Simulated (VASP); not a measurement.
# AlGa3N4 (P-4) in VASP: a series of runs, part 2 of 2

VASP 6.6.1. The steps go on from the part before.

## Step 3: Single point, r2SCAN (atoms displaced along a vibrational mode)

POSCAR

```
AlGa3N4
1.0
    4.4653444470      0.0000000000      0.0000000000
    0.0000000000      4.4653444470      0.0000000000
    0.0000000000      0.0000000000      4.4653444470
Al Ga N
1 3 4
Direct
    0.0000000000      0.0000000000      0.0000000000
    0.5000000000      0.5000000000      0.0000000000
    0.5000000000      0.0000000000      0.4720066388
    0.0000000000      0.5000000000      0.5279933612
    0.7636128230      0.7470892872      0.2446489449
    0.7470892872      0.2363871770      0.7553510551
    0.2529107128      0.7636128230      0.7553510551
    0.2363871770      0.2529107128      0.2446489449
```

INCAR.step1

```
SYSTEM = AlGa3N4
ALGO = Normal
EDIFF = 1E-4
ENCUT = 520
GGA = PE
ISMEAR = 0
LASPH = .True.
LCHARG = .False.
LREAL = .False.
LWAVE = .True.
NBANDS = 41
NELM = 60
PREC = Accurate
SIGMA = 0.05
```

INCAR.step2

```
SYSTEM = AlGa3N4
ALGO = Normal
EDIFF = 1E-7
ENCUT = 520
ISIF = 2
ISMEAR = 0
ISTART = 1
LASPH = .True.
LCHARG = .False.
LMIXTAU = .True.
LREAL = .False.
LWAVE = .False.
METAGGA = R2SCAN
NBANDS = 41
NELM = 60
PREC = Accurate
SIGMA = 0.05
```

KPOINTS

```
k-points
0
Gamma
  6 6 6
  0 0 0
```

Potentials or basis: VASP PAW PBE potentials, release 64 (Al, Ga_d, N).

Command:

```bash
> cat potpaw_PBE.64/Al/POTCAR potpaw_PBE.64/Ga_d/POTCAR potpaw_PBE.64/N/POTCAR > POTCAR
> cp INCAR.step1 INCAR
> mpirun -np 1 vasp_std > vasp.out
> cp INCAR.step2 INCAR
> mpirun -np 1 vasp_std > vasp.out
```

OUTCAR:

```text
SYSTEM = AlGa3N4
   EDIFF = 1E-7
   ENCUT = 520
   ISIF = 2
   ISMEAR = 0
   ISTART = 1
   LASPH = .True.
   LREAL = .False.
   METAGGA = R2SCAN
   NELM = 60
   PREC = Accurate

 ion  position               nearest neighbor table
   1  0.000  0.000  0.000-   5 1.89   6 1.89   7 1.89   8 1.89   3 3.07   4 3.07   4 3.07   3 3.07

   2  0.500  0.500  0.000-   5 1.95   6 1.95   7 1.95   8 1.95
   3  0.500  0.000  0.472-   5 1.92   8 1.92   7 1.98   6 1.98   1 3.07   1 3.07
   4  0.000  0.500  0.528-   6 1.92   7 1.92   5 1.98   8 1.98   1 3.07   1 3.07
   5  0.764  0.747  0.245-   1 1.89   3 1.92   2 1.95   4 1.98
   6  0.747  0.236  0.755-   1 1.89   4 1.92   2 1.95   3 1.98
   7  0.253  0.764  0.755-   1 1.89   4 1.92   2 1.95   3 1.98
   8  0.236  0.253  0.245-   1 1.89   3 1.92   2 1.95   4 1.98

  LATTYP: Found a simple cubic cell.
 ALAT       =     4.4653444470

  Lattice vectors:

 A1 = (   4.4653444470,   0.0000000000,   0.0000000000)
 A2 = (   0.0000000000,   4.4653444470,   0.0000000000)
 A3 = (   0.0000000000,   0.0000000000,   4.4653444470)

Analysis of symmetry for initial positions (statically):
=====================================================================
 Subroutine PRICEL returns:
 Original cell was already a primitive cell.

 Routine SETGRP: Setting up the symmetry group for a
 simple cubic supercell.

 Subroutine GETGRP returns: Found  4 space group operations
 (whereof  4 operations were pure point group operations)
 out of a pool of 48 trial point group operations.

The static configuration has the point symmetry S_4 .

Analysis of symmetry for dynamics (positions and initial velocities):
=====================================================================
 Subroutine PRICEL returns:
 Original cell was already a primitive cell.

 Routine SETGRP: Setting up the symmetry group for a
 simple cubic supercell.

 Subroutine GETGRP returns: Found  4 space group operations
 (whereof  4 operations were pure point group operations)
 out of a pool of 48 trial point group operations.

The dynamic configuration has the point symmetry S_4 .

 Subroutine INISYM returns: Found  4 space group operations
 (whereof  4 operations are pure point group operations),
 and found     1 'primitive' translations

----------------------------------------------------------------------------------------

                                     Primitive cell

  volume of cell :      89.0358

  direct lattice vectors                    reciprocal lattice vectors
     4.465344447  0.000000000  0.000000000     0.223946890  0.000000000  0.000000000
     0.000000000  4.465344447  0.000000000     0.000000000  0.223946890  0.000000000
     0.000000000  0.000000000  4.465344447     0.000000000  0.000000000  0.223946890

  length of vectors
     4.465344447  4.465344447  4.465344447     0.223946890  0.223946890  0.223946890

  position of ions in fractional coordinates (direct lattice)
     0.000000000  0.000000000  0.000000000
     0.500000000  0.500000000  0.000000000
     0.500000000  0.000000000  0.472006639
     0.000000000  0.500000000  0.527993361
     0.763612823  0.747089287  0.244648945
     0.747089287  0.236387177  0.755351055
     0.252910713  0.763612823  0.755351055
     0.236387177  0.252910713  0.244648945

  ion indices of the primitive-cell ions
   primitive index   ion index
                 1           1
[... 60 lines left out ...]
 [... further k-points ...]
   k-points           NKPTS =     44   k-points in BZ     NKDIM =     44   number of bands    NBANDS=     41
   number of dos      NEDOS =    301   number of ions     NIONS =      8
   total plane-waves  NPLWV =  46656
   dimension x,y,z NGX =    36 NGY =   36 NGZ =   36
   dimension x,y,z NGXF=    72 NGYF=   72 NGZF=   72
   ions per type =               1   3   4
   NGX,Y,Z   is equivalent  to a cutoff of  13.40, 13.40, 13.40 a.u.
   NGXF,Y,Z  is equivalent  to a cutoff of  26.81, 26.81, 26.81 a.u.
 SYSTEM =  AlGa3N4
   PREC   = accura    normal or accurate (medium, high low for compatibility)
   ISTART =      1    job   : 0-new  1-cont  2-samecut
   ICHARG =      0    charge: 1-file 2-atom 10-const
   ISPIN  =      1    spin polarized calculation?
   LNONCOLLINEAR =      F non collinear calculations
   LSORBIT =      F    spin-orbit coupling
   LASPH  =      T    aspherical Exc in radial PAW
   ENCUT  =  520.0 eV  38.22 Ry    6.18 a.u.   8.30  8.30  8.30*2*pi/ulx,y,z
   NELM   =     60;   NELMIN=  2; NELMDL=  0     # of ELM steps
   EDIFF  = 0.1E-06   stopping-criterion for ELM
   LREAL  =      F    real-space projection
   EDIFFG = 0.1E-05   stopping-criterion for IOM
   NSW    =      0    number of steps for IOM
   IBRION =     -1    ionic relax: 0-MD 1-quasi-New 2-CG
   NFREE  =      0    steps in history (QN), initial steepest desc. (CG)
   ISIF   =      2    stress and relaxation
   ISYM   =      2    0-nonsym 1-usesym 2-fastsym
   POTIM  = 0.5000    time-step for ionic-motion
   TEBEG  =    0.0;   TEEND  =   0.0 temperature during run
   PSTRESS=    0.0 pullay stress
   NELECT =      62.0000    total number of electrons
   NUPDOWN=      -1.0000    fix difference up-down
   EMIN   =  10.00;   EMAX   =-10.00  energy-range for DOS
   EFERMI =   0.00;   METHOD = LEGACY
   ISMEAR =     0;   SIGMA  =   0.05  broadening in eV -4-tet -1-fermi 0-gaus
   EFERMI_NEDOS =   21; number of points for ismear=-14 and -15
   IALGO  =     38    algorithm
   IMIX   =      4    mixing-type and parameters
     AMIX     =   0.40;   BMIX     =  1.00
     AMIX_MAG =   1.60;   BMIX_MAG =  1.00
  volume/ion in A,a.u.               =      11.13        75.11
  Fermi-wavevector in a.u.,A,eV,Ry     =   1.451055  2.742096 28.647877  2.105560
  Thomas-Fermi vector in A             =   2.568596
   LORBIT       =      0    0 simple, 1 ext, 2 COOP (PROOUT), +10 PAW based schemes
   METAGGA = R2SCAN    functional components
   LHFCALC =     F    Hartree Fock is set to
   AEXX    =    0.0000 exact exchange contribution
   IVDW    =     0    specifies the selected vdW correction
   LEPSILON=     F    determine dielectric tensor
   LRPA    =     F    only Hartree local field effects (RPA)
 non-spin polarized calculation
 Gauss-broadening in eV      SIGMA  =   0.05
  energy-cutoff  :      520.00
  volume of cell :       89.04
 maximum number of plane-waves:      2440
 NGX is ok and might be reduce to    36
   NGX = 17   NGY = 17   NGZ = 17

 number of electron      61.9999963 magnetization

 Free energy of the ion-electron system (eV)
  ---------------------------------------------------
  ext. energy  EPLUGINS =         0.00000000
  ---------------------------------------------------
  free energy    TOTEN  =       -84.70111225 eV

  energy without entropy =      -84.70111225  energy(sigma->0) =      -84.70111225

 E-fermi :   5.4548     XC(G=0): -12.3860

 val. band max:        5.1864567142   @ k =   0.0000   0.0000   0.0000
 cond. band min:       7.9710419437   @ k =   0.0000   0.0000   0.0000
 fundamental gap:      2.7845852295
 Fermi energy:         5.4548304559

 k-point     1 :       0.0000    0.0000    0.0000
  band No.  band energies     occupation
      1     -11.3093      2.00000
      2      -9.9318      2.00000
      3      -9.9039      2.00000
      4      -9.9039      2.00000
      5      -8.3380      2.00000
      6      -8.3380      2.00000
[... 1045 lines left out ...]
     40      16.9452      0.00000
     41      17.1625      0.00000

 [... further k-points ...]

------------------------ aborting loop because EDIFF is reached ----------------------------------------

  FORCE on cell =-STRESS in cart. coord.  units (eV):
  Direction    XX          YY          ZZ          XY          YZ          ZX
  --------------------------------------------------------------------------------------
  -------------------------------------------------------------------------------------
  Total        0.4578982      0.4578982      0.0355070      0.0000112     -0.0000000      0.0000000
  in kB        8.2397611      8.2397611      0.6389398      0.0002024     -0.0000000      0.0000000
  external PRESSURE =       5.7061540 kB  Pullay stress =       0.0000000 kB

 VOLUME and BASIS-vectors are now :
 -----------------------------------------------------------------------------
  energy-cutoff  :      520.00
  volume of cell :       89.04
      direct lattice vectors                 reciprocal lattice vectors
     4.465344447  0.000000000  0.000000000     0.223946890  0.000000000  0.000000000
     0.000000000  4.465344447  0.000000000     0.000000000  0.223946890  0.000000000
     0.000000000  0.000000000  4.465344447     0.000000000  0.000000000  0.223946890

 POSITION                                       TOTAL-FORCE (eV/Angst)
 -----------------------------------------------------------------------------------
      0.00000      0.00000      0.00000         0.000000      0.000000      0.000000
      2.23267      2.23267      0.00000         0.000000      0.000000      0.000000
      2.23267      0.00000      2.10767         0.000000     -0.000000      1.229570
      0.00000      2.23267      2.35767         0.000000      0.000000     -1.229570
      3.40979      3.33601      1.09244        -0.018501      0.120534     -0.029997
      3.33601      1.05555      3.37290         0.120534      0.018501      0.029997
      1.12933      3.40979      3.37290        -0.120534     -0.018501      0.029997
      1.05555      1.12933      1.09244         0.018501     -0.120534     -0.029997
 -----------------------------------------------------------------------------------
    total drift:                               -0.000000     -0.000000      0.000000

  FREE ENERGIE OF THE ION-ELECTRON SYSTEM (eV)
  ---------------------------------------------------
  free  energy   TOTEN  =       -84.7011122497 eV

  energy  without entropy=      -84.7011122497  energy(sigma->0) =      -84.70111225
```

Wall time 9.4 min (1 thread of Intel Xeon Platinum 8259CL at 2.50GHz (Skylake/Cascade Lake), shared host); peak memory 0.29 GiB.

What came out:

- Free energy: -84.7011 eV
- Pressure: 0.6 GPa
- Largest force: 1.230 eV/Å
- Band gap on the k mesh: 2.78 eV

Forces on the atoms (eV/Å):
```
Al   0.000  0.000  0.000
Ga   0.000  0.000  0.000
Ga   0.000  0.000  1.230
Ga   0.000  0.000 -1.230
N   -0.019  0.121 -0.030
N    0.121  0.019  0.030
N   -0.121 -0.019  0.030
N    0.019 -0.121 -0.030
```

Caveat: the cell differs from its parent crystal (atoms displaced along a vibrational mode); the PAW data sets were made with another functional, which shifts forces and pressure a little.
